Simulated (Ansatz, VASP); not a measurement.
# Si: VASP beside Ansatz

The input INCAR:

```
SYSTEM = Si
  PREC = Accurate
  ENCUT = 520
  EDIFF = 1E-8
  ISMEAR = -1
  SIGMA = 0.05
  LREAL = .FALSE.
  LASPH = .TRUE.
  NELM = 60
  ALGO = Normal
  ISIF = 2
  LWAVE = .FALSE.
  LCHARG = .FALSE.
  GGA = PE
  LEFG = .TRUE.
  NBANDS = 11
```

File KPOINTS:

```
Automatic mesh
0
G
  16 16 16
  0 0 0
```

The input POSCAR:

```
Si
1.0
   -2.2510000000      2.3685000000      1.2367500000
    2.2510000000     -2.3685000000      1.2367500000
    2.2510000000      2.3685000000     -1.2367500000
Si
2
Direct
    0.8070000000      0.5570000000      0.2500000000
    0.1930000000      0.4430000000      0.7500000000
```

Input for Ansatz:

```yaml
crystal:
  lattice:
    - [-2.251, 2.3685, 1.23675]
    - [2.251, -2.3685, 1.23675]
    - [2.251, 2.3685, -1.23675]
  atoms:
    - { symbol: Si, position: [0.807, 0.557, 0.25] }
    - { symbol: Si, position: [0.193, 0.443, 0.75] }
kpoints:
  mp_grid: { grid: [16, 16, 16] }
scf:
  occupations: { method: fermi_dirac, width: 0.05 }
hamiltonian:
  xc: pbe
  pseudopotentials: { kind: paw }
output:
  forces: true
  stress: true
  eigenvalues: true
  efg: { contact_densities: true }
```

Change from the starting cell: zz strain of -3 %, PAW files.

Alike in both runs: task electric field gradients; functional PBE; k mesh 16 × 16 × 16; occupations fermi-dirac, width 0.05 eV; no spin polarisation.

|  | VASP | Ansatz |
| --- | --- | --- |
| version | VASP 6.6.1 | Ansatz 0.2.0 |
| potentials or method | VASP PAW PBE potentials, release 64 (Si) | PAW with Ansatz's default frozen-core files, scalar-relativistic |
| plane-wave cutoff (eV) | 520 | 420 |
| valence electrons in the cell | 8 | 8 |

|  | VASP | Ansatz | Ansatz less VASP |
| --- | --- | --- | --- |
| pressure (GPa) | 21.1 | 21.2 | +0.11 |
| traceless stress, the component that is largest in VASP (GPa) | 2.00 | 2.00 | +0.002 |
| rms of the force components (eV/Å) | 0.020 | 0.022 | +0.0016 |
| size of Vzz on the site where it differs most (V/Å²) | 23.5 | 23.5 | +0.01 |

Atom by atom the forces differ by 0.002 eV/Å (rms over components).
